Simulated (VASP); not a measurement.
Wanted: the native input for a VASP 6.6.1 run.

| Quantity | Value |
| --- | --- |
| Task | relaxation of cell and atoms |
| Functional | PBE |
| Potentials or basis | VASP PAW PBE potentials, release 64 (Hf_pv, N) |
| Cutoff | 600 eV |
| k mesh | 18 × 18 × 18 |
| Occupations | methfessel-paxton, width 0.1 eV |
| Spin | no spin polarisation |
| Target pressure | 15 GPa |
| Dipole correction | no |
| Further INCAR settings | ALGO = Normal; EDIFF = 1e-06; IBRION = 2; EDIFFG = -0.002; NSW = 80; ISIF = 3 |

The structure of HfN lies in POSCAR:

```
HfN
1.0
    0.0000000000      2.2560000000      2.2560000000
    2.2560000000      0.0000000000      2.2560000000
    2.2560000000      2.2560000000      0.0000000000
Hf N
1 1
Direct
    0.0000000000      0.0000000000      0.0000000000
    0.5000000000      0.5000000000      0.5000000000
```

The input as run:

INCAR

```
ALGO     = Normal         # electronic algorithm
EDIFF    = 1E-6           # SCF threshold, eV
EDIFFG   = -0.002         # ionic threshold
ENCUT    = 600            # plane-wave cutoff, eV
GGA      = PE             # functional
IBRION   = 2              # ionic algorithm
ISIF     = 3              # what is computed and relaxed
ISMEAR   = 1              # smearing method
LASPH    = True           # aspherical terms in the spheres
LCHARG   = False          # write CHGCAR
LREAL    = False          # projectors in reciprocal space
LWAVE    = False          # write WAVECAR
NELM     = 100            # most SCF steps
NSW      = 80             # ionic steps
PREC     = Accurate       # precision mode
PSTRESS  = 150.0        
SIGMA    = 0.1            # smearing width, eV
```

KPOINTS

```
k-points
0
Gamma
  18 18 18
```

Potentials or basis: VASP PAW PBE potentials, release 64 (Hf_pv, N).

The run is started by

```sh
$ cat potpaw_PBE.64/Hf_pv/POTCAR potpaw_PBE.64/N/POTCAR > POTCAR
$ mpirun -np 1 vasp_std > vasp.out
```

It gave:

```json
{
 "Relaxed volume": "11.08 Å³/atom",
 "Relaxed cell": "a = 3.153 Å, b = 3.153 Å, c = 3.153 Å, α = 60.00°, β = 60.00°, γ = 60.00°",
 "Space group after relaxing (to 0.05 Å)": "Fm-3m (No. 225)",
 "Energy change on relaxing (the enthalpy is what falls)": "+23.2 meV/atom",
 "Ionic steps": "7",
 "Pressure after relaxing": "15.0 GPa"
}
```

Caveat: the cell is relaxed towards a set pressure, so the enthalpy falls and the energy may rise.

It took 2.4 min on 1 thread of Intel(R) Xeon(R) Platinum 8488C (Sapphire Rapids), on a shared host, peak memory 0.23 GiB.
